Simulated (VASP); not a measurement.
# Mo (Im-3m) in VASP: notebook

Mo is run at these levels: PBE; tasks: single point.

All numbers are computed with VASP 6.6.1; they aren't measurements. Logs are shortened: lines on timing, memory, paths and dates and some standing lists are left out, and cuts for length are marked.

### 1 The cell of the first run

Symmetry: Im-3m, No. 229, cubic system. Conventional cell: a = 3.091 Å, b = 3.091 Å, c = 3.091 Å, α = 90.00°, β = 90.00°, γ = 90.00°. Within 3.5 Å of Mo (site symmetry m-3m) lie 14 Mo at 2.68 to 3.09 Å.

### 2 Single point, PBE

Input file INCAR:

```
SYSTEM = Mo
PREC = Accurate
ENCUT = 520
EDIFF = 1E-7
ISMEAR = 0
SIGMA = 0.1
LREAL = .FALSE.
LASPH = .TRUE.
NELM = 80
ALGO = Normal
ISIF = 2
LWAVE = .FALSE.
LCHARG = .FALSE.
GGA = PE
NBANDS = 13
```

Input file KPOINTS:

```
Automatic mesh
0
G
  18 18 18
  0 0 0
```

Input file POSCAR:

```
Mo
1.0
   -1.5455163858      1.5455163858      1.5455163858
    1.5455163858     -1.5455163858      1.5455163858
    1.5455163858      1.5455163858     -1.5455163858
Mo
1
Direct
    0.0000000000      0.0000000000      0.0000000000
```

Potentials or basis: VASP PAW PBE potentials, release 64 (Mo_sv).

Started as:

```sh
$ cat potpaw_PBE.64/Mo_sv/POTCAR > POTCAR
$ mpirun -np 1 vasp_std > vasp.out
```

OUTCAR:

```text
SYSTEM = Mo
   PREC = Accurate
   ENCUT = 520
   EDIFF = 1E-7
   ISMEAR = 0
   LREAL = .FALSE.
   LASPH = .TRUE.
   NELM = 80
   ISIF = 2
   GGA = PE

 ion  position               nearest neighbor table
   1  0.000  0.000  0.000-

  LATTYP: Found a body centered cubic cell.
 ALAT       =     3.0910327716

  Lattice vectors:

 A1 = (  -1.5455163858,   1.5455163858,   1.5455163858)
 A2 = (   1.5455163858,  -1.5455163858,   1.5455163858)
 A3 = (   1.5455163858,   1.5455163858,  -1.5455163858)

Analysis of symmetry for initial positions (statically):
=====================================================================
 Subroutine PRICEL returns:
 Original cell was already a primitive cell.

 Routine SETGRP: Setting up the symmetry group for a
 body centered cubic supercell.

 Subroutine GETGRP returns: Found 48 space group operations
 (whereof 48 operations were pure point group operations)
 out of a pool of 48 trial point group operations.

The static configuration has the point symmetry O_h .

Analysis of symmetry for dynamics (positions and initial velocities):
=====================================================================
 Subroutine PRICEL returns:
 Original cell was already a primitive cell.

 Routine SETGRP: Setting up the symmetry group for a
 body centered cubic supercell.

 Subroutine GETGRP returns: Found 48 space group operations
 (whereof 48 operations were pure point group operations)
 out of a pool of 48 trial point group operations.

The dynamic configuration has the point symmetry O_h .

 Subroutine INISYM returns: Found 48 space group operations
 (whereof 48 operations are pure point group operations),
 and found     1 'primitive' translations

----------------------------------------------------------------------------------------

                                     Primitive cell

  volume of cell :      14.7666

  direct lattice vectors                    reciprocal lattice vectors
    -1.545516386  1.545516386  1.545516386     0.000000000  0.323516466  0.323516466
     1.545516386 -1.545516386  1.545516386     0.323516466  0.000000000  0.323516466
     1.545516386  1.545516386 -1.545516386     0.323516466  0.323516466  0.000000000

  length of vectors
     2.676912904  2.676912904  2.676912904     0.457521375  0.457521375  0.457521375

  position of ions in fractional coordinates (direct lattice)
     0.000000000  0.000000000  0.000000000

  ion indices of the primitive-cell ions
   primitive index   ion index
                 1           1

----------------------------------------------------------------------------------------

 KPOINTS: Automatic mesh

Automatic generation of k-mesh.
 Grid dimensions read from file:
 generate k-points for:   18   18   18

 Generating k-lattice:

  Cartesian coordinates                     Fractional coordinates (reciprocal lattice)
     0.000000000  0.017973137  0.017973137     0.055555556  0.000000000  0.000000000
     0.017973137  0.000000000  0.017973137     0.000000000  0.055555556  0.000000000
     0.017973137  0.017973137  0.000000000     0.000000000  0.000000000  0.055555556

  Length of vectors
     0.025417854  0.025417854  0.025417854

  Shift w.r.t. Gamma in fractional coordinates (k-lattice)
     0.000000000  0.000000000  0.000000000

 Subroutine IBZKPT returns following result:
 ===========================================

 Found    195 irreducible k-points:

 Following reciprocal coordinates:
            Coordinates               Weight
  0.000000  0.000000  0.000000      1.000000
  0.055556  0.000000  0.000000     12.000000
  0.111111  0.000000  0.000000     12.000000
  0.166667  0.000000  0.000000     12.000000
  0.222222  0.000000  0.000000     12.000000
  0.277778  0.000000  0.000000     12.000000
[... 16 lines left out ...]
  0.333333  0.111111 -0.000000     48.000000
  0.388889  0.111111 -0.000000     48.000000
 [... further k-points ...]
   k-points           NKPTS =    195   k-points in BZ     NKDIM =    195   number of bands    NBANDS=     13
   number of dos      NEDOS =    301   number of ions     NIONS =      1
   total plane-waves  NPLWV =   8000
   dimension x,y,z NGX =    20 NGY =   20 NGZ =   20
   dimension x,y,z NGXF=    40 NGYF=   40 NGZF=   40
   ions per type =               1
   NGX,Y,Z   is equivalent  to a cutoff of  12.42, 12.42, 12.42 a.u.
   NGXF,Y,Z  is equivalent  to a cutoff of  24.84, 24.84, 24.84 a.u.
 SYSTEM =  Mo
   PREC   = accura    normal or accurate (medium, high low for compatibility)
   ISTART =      0    job   : 0-new  1-cont  2-samecut
   ICHARG =      2    charge: 1-file 2-atom 10-const
   ISPIN  =      1    spin polarized calculation?
   LNONCOLLINEAR =      F non collinear calculations
   LSORBIT =      F    spin-orbit coupling
   LASPH  =      T    aspherical Exc in radial PAW
   ENCUT  =  520.0 eV  38.22 Ry    6.18 a.u.   4.98  4.98  4.98*2*pi/ulx,y,z
   NELM   =     80;   NELMIN=  2; NELMDL= -5     # of ELM steps
   EDIFF  = 0.1E-06   stopping-criterion for ELM
   LREAL  =      F    real-space projection
   EDIFFG = 0.1E-05   stopping-criterion for IOM
   NSW    =      0    number of steps for IOM
   IBRION =     -1    ionic relax: 0-MD 1-quasi-New 2-CG
   NFREE  =      0    steps in history (QN), initial steepest desc. (CG)
   ISIF   =      2    stress and relaxation
   ISYM   =      2    0-nonsym 1-usesym 2-fastsym
   POTIM  = 0.5000    time-step for ionic-motion
   TEBEG  =    0.0;   TEEND  =   0.0 temperature during run
   PSTRESS=    0.0 pullay stress
   NELECT =      14.0000    total number of electrons
   NUPDOWN=      -1.0000    fix difference up-down
   EMIN   =  10.00;   EMAX   =-10.00  energy-range for DOS
   EFERMI =   0.00;   METHOD = LEGACY
   ISMEAR =     0;   SIGMA  =   0.10  broadening in eV -4-tet -1-fermi 0-gaus
   EFERMI_NEDOS =   21; number of points for ismear=-14 and -15
   IALGO  =     38    algorithm
   IMIX   =      4    mixing-type and parameters
     AMIX     =   0.40;   BMIX     =  1.00
     AMIX_MAG =   1.60;   BMIX_MAG =  1.00
  volume/ion in A,a.u.               =      14.77        99.65
  Fermi-wavevector in a.u.,A,eV,Ry     =   1.608264  3.039178 35.191629  2.586512
  Thomas-Fermi vector in A             =   2.704161
   LORBIT       =      0    0 simple, 1 ext, 2 COOP (PROOUT), +10 PAW based schemes
   GGA     = PE    functional components
   LHFCALC =     F    Hartree Fock is set to
   AEXX    =    0.0000 exact exchange contribution
   IVDW    =     0    specifies the selected vdW correction
   LEPSILON=     F    determine dielectric tensor
   LRPA    =     F    only Hartree local field effects (RPA)
 non-spin polarized calculation
 Gauss-broadening in eV      SIGMA  =   0.10
  energy-cutoff  :      520.00
  volume of cell :       14.77
 maximum number of plane-waves:       418
   NGX =  9   NGY =  9   NGZ =  9

 number of electron      13.9999997 magnetization

 Free energy of the ion-electron system (eV)
  ---------------------------------------------------
  ext. energy  EPLUGINS =         0.00000000
  ---------------------------------------------------
  free energy    TOTEN  =       -10.87096166 eV

  energy without entropy =      -10.86900182  energy(sigma->0) =      -10.86998174

 E-fermi :  13.5663     XC(G=0): -13.7150

 val. band max:       13.5477001570   @ k =  -0.3889   0.4444   0.2778
 cond. band min:      13.6083801121   @ k =  -0.3333   0.3889   0.2778
 fundamental gap:      0.0606799552
 Fermi energy:        13.5662654197

 k-point     1 :       0.0000    0.0000    0.0000
  band No.  band energies     occupation
      1     -47.7662      2.00000
      2     -20.8879      2.00000
      3     -20.8879      2.00000
      4     -20.8879      2.00000
      5       6.1191      2.00000
      6      12.0522      2.00000
      7      12.0522      2.00000
      8      12.0522      2.00000
      9      15.2951      0.00000
     10      15.2952      0.00000
     11      28.4431      0.00000
     12      28.4431      0.00000
     13      28.4431      0.00000

 k-point     2 :       0.0556    0.0000    0.0000
  band No.  band energies     occupation
      1     -47.7564      2.00000
      2     -20.9424      2.00000
      3     -20.9045      2.00000
      4     -20.8884      2.00000
      5       6.2656      2.00000
      6      11.9671      2.00000
      7      12.0384      2.00000
      8      12.1907      2.00000
      9      15.1649      0.00000
     10      15.2964      0.00000
     11      28.5589      0.00000
     12      28.6906      0.00000
     13      28.7568      0.00000

 k-point     3 :       0.1111    0.0000    0.0000
  band No.  band energies     occupation
      1     -47.7283      2.00000
      2     -21.0977      2.00000
      3     -20.9520      2.00000
      4     -20.8898      2.00000
      5       6.6814      2.00000
      6      11.7314      2.00000
      7      11.9786      2.00000
      8      12.6007      2.00000
      9      14.8813      0.00000
     10      15.3065      0.00000
     11      28.8426      0.00000
     12      29.4114      0.00000
     13      29.5482      0.00000
[... 305 lines left out ...]
 k-point    23 :       0.3333    0.1111   -0.0000
  band No.  band energies     occupation
      1     -47.4615      2.00000
      2     -22.3412      2.00000
      3     -21.4093      2.00000
      4     -20.9744      2.00000
      5       8.4698      2.00000
      6      10.1609      2.00000
      7      12.9712      2.00000
      8      15.0818      0.00000
      9      16.1862      0.00000
     10      18.4225      0.00000
     11      26.7099      0.00000
     12      27.5629      0.00000
     13      32.2975      0.00000

 k-point    24 :       0.3889    0.1111   -0.0000
  band No.  band energies     occupation
      1     -47.4336      2.00000
      2     -22.4568      2.00000
      3     -21.4642      2.00000
      4     -20.9770      2.00000
      5       8.3043      2.00000
      6      10.0254      2.00000
      7      13.6344      0.33500
      8      15.2162      0.00000
      9      16.4708      0.00000
     10      19.3648      0.00000
     11      25.9966      0.00000
     12      26.6399      0.00000
     13      31.3226      0.00000

 [... further k-points ...]

------------------------ aborting loop because EDIFF is reached ----------------------------------------

  FORCE on cell =-STRESS in cart. coord.  units (eV):
  Direction    XX          YY          ZZ          XY          YZ          ZX
  --------------------------------------------------------------------------------------
  -------------------------------------------------------------------------------------
  Total        1.9060024      1.9060024      1.9060024      0.0000000      0.0000000      0.0000000
  in kB      206.8012703    206.8012703    206.8012703      0.0000000      0.0000000      0.0000000
  external PRESSURE =     206.8012703 kB  Pullay stress =       0.0000000 kB

 VOLUME and BASIS-vectors are now :
 -----------------------------------------------------------------------------
  energy-cutoff  :      520.00
  volume of cell :       14.77
      direct lattice vectors                 reciprocal lattice vectors
    -1.545516386  1.545516386  1.545516386     0.000000000  0.323516466  0.323516466
     1.545516386 -1.545516386  1.545516386     0.323516466  0.000000000  0.323516466
     1.545516386  1.545516386 -1.545516386     0.323516466  0.323516466  0.000000000

 POSITION                                       TOTAL-FORCE (eV/Angst)
 -----------------------------------------------------------------------------------
      0.00000      0.00000      0.00000         0.000000     -0.000000      0.000000
 -----------------------------------------------------------------------------------
    total drift:                                0.000000     -0.000000      0.000000

  FREE ENERGIE OF THE ION-ELECTRON SYSTEM (eV)
  ---------------------------------------------------
  free  energy   TOTEN  =       -10.8709616578 eV

  energy  without entropy=      -10.8690018179  energy(sigma->0) =      -10.86998174
```

It took 24 s on 1 thread of Intel Xeon Platinum 8259CL at 2.50GHz (Skylake/Cascade Lake), shared host; peak memory 0.15 GiB.

What came out:

* Free energy: -10.8710 eV
* Pressure: 20.7 GPa
* Band gap on the k mesh: zero (band 7 reaches 17.85 eV, above the bottom of band 8 at 12.05 eV)

Levels at points of the mesh, in eV from the Fermi level:
```tsv
k point	band 3	band 4	band 5	band 6	band 7	band 8	band 9	band 10	band 11	band 12
(0.00, 0.00, 0.00)	-34.45	-34.45	-7.45	-1.51	-1.51	-1.51	1.73	1.73	14.88	14.88
(0.50, 0.00, 0.00)	-34.98	-34.47	-5.71	-3.72	1.79	1.83	2.47	5.12	12.04	12.52
(0.50, 0.50, 0.50)	-35.60	-35.60	-5.93	-5.93	4.28	4.28	4.28	9.49	9.49	9.49
```

### 3 Single point, PBE

This run uses another cell than the first one, of 15.23 Å³/atom, 1.031 times its volume.

Edit INCAR of step 2 so:

```diff
@@ -3,3 +3,3 @@
 ENCUT = 520
-EDIFF = 1E-7
+EDIFF = 1E-6
 ISMEAR = 0
@@ -8,3 +8,3 @@
 LASPH = .TRUE.
-NELM = 80
+NELM = 100
 ALGO = Normal
```

Input file KPOINTS:

```
regular mesh
0
G
  18 18 18
  0 0 0
```

Input file POSCAR:

```
Mo
1.0
   -1.5615612095      1.5615612095      1.5615612095
    1.5615612095     -1.5615612095      1.5615612095
    1.5615612095      1.5615612095     -1.5615612095
Mo
1
Direct
    0.0000000000      0.0000000000      0.0000000000
```

Potentials or basis: VASP PAW PBE potentials, release 64 (Mo_sv).

Started as:

```sh
$ cat potpaw_PBE.64/Mo_sv/POTCAR > POTCAR
$ mpirun -np 1 vasp_std > vasp.out
```

It took 20 s on 1 thread of Intel Xeon Platinum 8259CL at 2.50GHz (Skylake/Cascade Lake), shared host; peak memory 0.15 GiB.

It converged, with:

| Quantity | Value |
| --- | --- |
| Free energy | -10.9161 eV |
| Pressure | 10.6 GPa |
| Band gap on the k mesh | zero (band 7 reaches 17.15 eV, above the bottom of band 8 at 11.60 eV) |

Levels at points of the mesh, in eV from the Fermi level:
```tsv
k point	band 5	band 6	band 7	band 8	band 9	band 10
(0.00, 0.00, 0.00)	-7.35	-1.44	-1.44	-1.44	1.68	1.68
(0.50, 0.00, 0.00)	-5.51	-3.55	1.70	1.72	2.38	4.90
(0.50, 0.50, 0.50)	-5.67	-5.67	4.10	4.10	4.10	9.24
```

[end of part 1 of 2]
